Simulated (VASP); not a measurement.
# Ge (Cmmm) in VASP: further runs

The runs below take Ge through single point, with LDA, BLYP, PBEsol.

Everything below comes from runs of VASP 6.6.1. Logs are shortened: lines on timing, memory, paths and dates and some standing lists are left out, and cuts for length are marked.

### 1 The cell of the first run

Symmetry: Cmmm, No. 65, orthorhombic system. The conventional cell has a = 2.794 Å, b = 5.201 Å, c = 2.698 Å, α = 90.00°, β = 90.00°, γ = 90.00°. Within 3.6 Å of Ge (site symmetry mmm) lie 8 Ge at 2.70 to 2.95 Å.

### 2 Single point, LDA

INCAR

```
PREC = Accurate
ENCUT = 520
EDIFF = 1E-6
ISMEAR = 0
SIGMA = 0.01
LREAL = F
LASPH = T
NELM = 80
ALGO = Normal
ISIF = 2
LWAVE = F
LCHARG = T
GGA = CA
LELF = T
LVHAR = T
NBANDS = 13
```

KPOINTS

```
Automatic mesh
0
Gamma
  5 5 5
  0.5 0.5 0.5
```

POSCAR

```
Ge
1.0
    1.3971490000     -2.6005160000      0.0000000000
    1.3971490000      2.6005160000      0.0000000000
    0.0000000000      0.0000000000      2.6982310000
Ge
1
Direct
    0.5000000000      0.5000000000      0.0000000000
```

Potentials or basis: VASP PAW LDA potentials, release 64 (Ge_d).

Run with:

```
cat potpaw_LDA.64/Ge_d/POTCAR > POTCAR
mpirun -np 1 vasp_std > vasp.out
```

OUTCAR:

```text
PREC = Accurate
   ENCUT = 520
   EDIFF = 1E-6
   ISMEAR = 0
   LREAL = F
   LASPH = T
   NELM = 80
   ISIF = 2
   GGA = CA

 ion  position               nearest neighbor table
   1  0.500  0.500  0.000-

  LATTYP: Found a base centered orthorhombic cell.
 ALAT       =     2.7942980000
 B/A-ratio  =     1.8613018368
 C/A-ratio  =     0.9656203454

  Lattice vectors:

 A1 = (   1.3971490000,  -2.6005160000,   0.0000000000)
 A2 = (   1.3971490000,   2.6005160000,   0.0000000000)
 A3 = (   0.0000000000,   0.0000000000,   2.6982310000)

Analysis of symmetry for initial positions (statically):
=====================================================================
 Subroutine PRICEL returns:
 Original cell was already a primitive cell.

 Routine SETGRP: Setting up the symmetry group for a
 base centered orthorhombic supercell.

 Subroutine GETGRP returns: Found  8 space group operations
 (whereof  8 operations were pure point group operations)
 out of a pool of  8 trial point group operations.

The static configuration has the point symmetry D_2h.

Analysis of symmetry for dynamics (positions and initial velocities):
=====================================================================
 Subroutine PRICEL returns:
 Original cell was already a primitive cell.

 Routine SETGRP: Setting up the symmetry group for a
 base centered orthorhombic supercell.

 Subroutine GETGRP returns: Found  8 space group operations
 (whereof  8 operations were pure point group operations)
 out of a pool of  8 trial point group operations.

The dynamic configuration has the point symmetry D_2h.

 Subroutine INISYM returns: Found  8 space group operations
 (whereof  8 operations are pure point group operations),
 and found     1 'primitive' translations

----------------------------------------------------------------------------------------

                                     Primitive cell

  volume of cell :      19.6070

  direct lattice vectors                    reciprocal lattice vectors
     1.397149000 -2.600516000  0.000000000     0.357871637 -0.192269534  0.000000000
     1.397149000  2.600516000  0.000000000     0.357871637  0.192269534  0.000000000
     0.000000000  0.000000000  2.698231000     0.000000000  0.000000000  0.370613191

  length of vectors
     2.952068562  2.952068562  2.698231000     0.406250763  0.406250763  0.370613191

  position of ions in fractional coordinates (direct lattice)
     0.500000000  0.500000000  0.000000000

  ion indices of the primitive-cell ions
   primitive index   ion index
                 1           1

----------------------------------------------------------------------------------------

 KPOINTS: Automatic mesh

Automatic generation of k-mesh.
 Grid dimensions read from file:
 generate k-points for:    5    5    5

 Generating k-lattice:

  Cartesian coordinates                     Fractional coordinates (reciprocal lattice)
     0.071574327 -0.038453907  0.000000000     0.200000000  0.000000000  0.000000000
     0.071574327  0.038453907  0.000000000     0.000000000  0.200000000  0.000000000
     0.000000000  0.000000000  0.074122638     0.000000000  0.000000000  0.200000000

  Length of vectors
     0.081250153  0.081250153  0.074122638

  Shift w.r.t. Gamma in fractional coordinates (k-lattice)
     0.500000000  0.500000000  0.500000000

 Subroutine IBZKPT returns following result:
 ===========================================

 Found     27 irreducible k-points:

 Following reciprocal coordinates:
            Coordinates               Weight
  0.100000  0.100000  0.100000      4.000000
  0.300000  0.100000  0.100000      8.000000
  0.500000  0.100000  0.100000      8.000000
 -0.300000  0.100000  0.100000      8.000000
 -0.100000  0.100000  0.100000      4.000000
  0.300000  0.300000  0.100000      4.000000
[... 16 lines left out ...]
 -0.100000  0.100000  0.500000      2.000000
  0.300000  0.300000  0.500000      2.000000
 [... further k-points ...]
   k-points           NKPTS =     27   k-points in BZ     NKDIM =     27   number of bands    NBANDS=     13
   number of dos      NEDOS =    301   number of ions     NIONS =      1
   total plane-waves  NPLWV =  11520
   dimension x,y,z NGX =    24 NGY =   24 NGZ =   20
   dimension x,y,z NGXF=    48 NGYF=   48 NGZF=   40
   ions per type =               1
   NGX,Y,Z   is equivalent  to a cutoff of  13.52, 13.52, 12.32 a.u.
   NGXF,Y,Z  is equivalent  to a cutoff of  27.03, 27.03, 24.65 a.u.
 SYSTEM =  unknown system
   PREC   = accura    normal or accurate (medium, high low for compatibility)
   ISTART =      0    job   : 0-new  1-cont  2-samecut
   ICHARG =      2    charge: 1-file 2-atom 10-const
   ISPIN  =      1    spin polarized calculation?
   LNONCOLLINEAR =      F non collinear calculations
   LSORBIT =      F    spin-orbit coupling
   LASPH  =      T    aspherical Exc in radial PAW
   ENCUT  =  520.0 eV  38.22 Ry    6.18 a.u.   5.49  5.49  5.02*2*pi/ulx,y,z
   NELM   =     80;   NELMIN=  2; NELMDL= -5     # of ELM steps
   EDIFF  = 0.1E-05   stopping-criterion for ELM
   LREAL  =      F    real-space projection
   EDIFFG = 0.1E-04   stopping-criterion for IOM
   NSW    =      0    number of steps for IOM
   IBRION =     -1    ionic relax: 0-MD 1-quasi-New 2-CG
   NFREE  =      0    steps in history (QN), initial steepest desc. (CG)
   ISIF   =      2    stress and relaxation
   ISYM   =      2    0-nonsym 1-usesym 2-fastsym
   POTIM  = 0.5000    time-step for ionic-motion
   TEBEG  =    0.0;   TEEND  =   0.0 temperature during run
   PSTRESS=    0.0 pullay stress
   NELECT =      14.0000    total number of electrons
   NUPDOWN=      -1.0000    fix difference up-down
   EMIN   =  10.00;   EMAX   =-10.00  energy-range for DOS
   EFERMI =   0.00;   METHOD = LEGACY
   ISMEAR =     0;   SIGMA  =   0.01  broadening in eV -4-tet -1-fermi 0-gaus
   EFERMI_NEDOS =   21; number of points for ismear=-14 and -15
   IALGO  =     38    algorithm
   IMIX   =      4    mixing-type and parameters
     AMIX     =   0.40;   BMIX     =  1.00
     AMIX_MAG =   1.60;   BMIX_MAG =  1.00
  volume/ion in A,a.u.               =      19.61       132.31
  Fermi-wavevector in a.u.,A,eV,Ry     =   1.463234  2.765111 29.130796  2.141053
  Thomas-Fermi vector in A             =   2.579353
   LORBIT       =      0    0 simple, 1 ext, 2 COOP (PROOUT), +10 PAW based schemes
   GGA     = CA    functional components
   LHFCALC =     F    Hartree Fock is set to
   AEXX    =    0.0000 exact exchange contribution
   IVDW    =     0    specifies the selected vdW correction
   LEPSILON=     F    determine dielectric tensor
   LRPA    =     F    only Hartree local field effects (RPA)
 non-spin polarized calculation
 Gauss-broadening in eV      SIGMA  =   0.01
  energy-cutoff  :      520.00
  volume of cell :       19.61
 maximum number of plane-waves:       538
 NGX is ok and might be reduce to    24
   NGX = 11   NGY = 11   NGZ = 11

 number of electron      14.0000003 magnetization

 Free energy of the ion-electron system (eV)
  ---------------------------------------------------
  ext. energy  EPLUGINS =         0.00000000
  ---------------------------------------------------
  free energy    TOTEN  =        -5.03065131 eV

  energy without entropy =       -5.03050750  energy(sigma->0) =       -5.03057941

 E-fermi :   5.8140     XC(G=0): -11.3229

 val. band max:        5.4011133188   @ k =  -0.3000   0.3000   0.3000
 cond. band min:       5.8187293403   @ k =   0.5000   0.3000   0.5000
 fundamental gap:      0.4176160215
 Fermi energy:         5.8139599776

 k-point     1 :       0.1000    0.1000    0.1000
  band No.  band energies     occupation
      1     -18.8589      2.00000
      2     -18.8093      2.00000
      3     -18.8050      2.00000
      4     -18.6955      2.00000
      5     -18.6936      2.00000
      6      -5.9797      2.00000
      7       9.8298      0.00000
      8      11.1452      0.00000
      9      11.7450      0.00000
     10      17.3073      0.00000
     11      18.7799      0.00000
     12      20.3744      0.00000
     13      25.7880      0.00000

 k-point     2 :       0.3000    0.1000    0.1000
  band No.  band energies     occupation
      1     -18.8536      2.00000
      2     -18.8024      2.00000
      3     -18.7270      2.00000
      4     -18.7231      2.00000
      5     -18.7004      2.00000
      6      -3.5577      2.00000
      7       3.8950      2.00000
      8       8.7301      0.00000
      9      13.1495      0.00000
     10      15.9275      0.00000
     11      20.7024      0.00000
     12      22.9828      0.00000
     13      25.1012      0.00000

 k-point     3 :       0.5000    0.1000    0.1000
  band No.  band energies     occupation
      1     -18.8591      2.00000
      2     -18.7847      2.00000
      3     -18.7323      2.00000
      4     -18.7138      2.00000
      5     -18.7037      2.00000
      6      -2.1148      2.00000
      7       1.7165      2.00000
      8       7.7595      0.00000
      9      14.1661      0.00000
     10      16.0374      0.00000
     11      19.3956      0.00000
     12      24.0931      0.00000
     13      25.8700      0.00000
[... 305 lines left out ...]
 k-point    23 :      -0.1000    0.1000    0.5000
  band No.  band energies     occupation
      1     -18.8409      2.00000
      2     -18.7808      2.00000
      3     -18.7587      2.00000
      4     -18.7378      2.00000
      5     -18.6910      2.00000
      6      -2.9841      2.00000
      7       0.5071      2.00000
      8      13.9785      0.00000
      9      16.7015      0.00000
     10      18.9781      0.00000
     11      21.8029      0.00000
     12      23.9913      0.00000
     13      24.2088      0.00000

 k-point    24 :       0.3000    0.3000    0.5000
  band No.  band energies     occupation
      1     -18.8063      2.00000
      2     -18.7880      2.00000
      3     -18.7865      2.00000
      4     -18.7379      2.00000
      5     -18.6036      2.00000
      6       2.9714      2.00000
      7       4.8911      2.00000
      8       5.0802      2.00000
      9       6.7141      0.00000
     10      10.9223      0.00000
     11      12.2070      0.00000
     12      25.7289      0.00000
     13      28.2135      0.00000

 [... further k-points ...]
[... 5 lines left out ...]
  --------------------------------------------------------------------------------------
  -------------------------------------------------------------------------------------
  Total       -1.7085881     -0.8653247     -0.0095831      0.0000000      0.0000000      0.0000000
  in kB     -139.6164506    -70.7095858     -0.7830812      0.0000000      0.0000000      0.0000000
  external PRESSURE =     -70.3697059 kB  Pullay stress =       0.0000000 kB

 VOLUME and BASIS-vectors are now :
 -----------------------------------------------------------------------------
  energy-cutoff  :      520.00
  volume of cell :       19.61
      direct lattice vectors                 reciprocal lattice vectors
     1.397149000 -2.600516000  0.000000000     0.357871637 -0.192269534  0.000000000
     1.397149000  2.600516000  0.000000000     0.357871637  0.192269534  0.000000000
     0.000000000  0.000000000  2.698231000     0.000000000  0.000000000  0.370613191

 POSITION                                       TOTAL-FORCE (eV/Angst)
 -----------------------------------------------------------------------------------
      1.39715      0.00000      0.00000        -0.000000      0.000000      0.000000
 -----------------------------------------------------------------------------------
    total drift:                               -0.000000     -0.000000     -0.000000

  FREE ENERGIE OF THE ION-ELECTRON SYSTEM (eV)
  ---------------------------------------------------
  free  energy   TOTEN  =        -5.0306513134 eV

  energy  without entropy=       -5.0305075041  energy(sigma->0) =       -5.03057941
```

Run time: 2 s. Hardware: 1 thread of Intel Xeon 6975P-C (Granite Rapids), shared host; peak memory 0.12 GiB.

Results:

* Free energy: -5.0307 eV
* Pressure: -7.0 GPa
* Band gap on the k mesh: zero (band 7 reaches 10.30 eV, above the bottom of band 8 at 3.71 eV)

Stress tensor (GPa, compression positive):
```
-13.96   0.00   0.00
  0.00  -7.07   0.00
  0.00   0.00  -0.08
```

Levels at points of the mesh, in eV from the Fermi level:
```csv
k point,band 3,band 4,band 5,band 6,band 7,band 8,band 9,band 10,band 11,band 12
"(0.50, 0.50, 0.50)",-24.56,-24.52,-24.43,-4.59,-2.26,-2.10,3.48,8.10,13.59,15.04
```

Caveat: the k points lie up to 0.51 Å⁻¹ apart.

### 3 Single point, BLYP

INCAR

```
SYSTEM = Ge
PREC = Accurate
ENCUT = 520
EDIFF = 1E-6
ISMEAR = 0
SIGMA = 0.01
LREAL = .FALSE.
LASPH = .TRUE.
NELM = 60
ALGO = Normal
ISIF = 2
LWAVE = .FALSE.
LCHARG = .FALSE.
GGA = B5
ALDAX = 1.0
AGGAX = 1.0
AGGAC = 1.0
ALDAC = 0.0
NBANDS = 13
```

KPOINTS is that of step 2.

POSCAR is that of step 2.

Potentials or basis: VASP PAW PBE potentials, release 64 (Ge_d).

Run with:

```
cat potpaw_PBE.64/Ge_d/POTCAR > POTCAR
mpirun -np 1 vasp_std > vasp.out
```

Run time: 4.9 s. Hardware: 1 thread of Intel Xeon 6975P-C (Granite Rapids), shared host; peak memory 0.13 GiB.

The run converged. Its results:

```
Free energy            : -3.4815 eV
Pressure               : 4.0 GPa
Band gap on the k mesh : zero (band 7 reaches 11.03 eV, above the bottom of band 8 at 4.44 eV)
```

Stress tensor (GPa, compression positive):
```
-2.47  0.00  0.00
 0.00  3.90  0.00
 0.00  0.00 10.71
```

Levels at points of the mesh, in eV from the Fermi level:
```
           k point  band 3  band 4  band 5  band 6  band 7  band 8  band 9  band 10  band 11  band 12
(0.50, 0.50, 0.50)  -24.44  -24.40  -24.30   -4.67   -2.22   -2.07    3.89     8.05    13.68    15.34
```

Caveat: the k points lie up to 0.51 Å⁻¹ apart; the PAW data sets were made with another functional, which shifts forces and pressure a little.

(Part 1 of 2 ends here.)
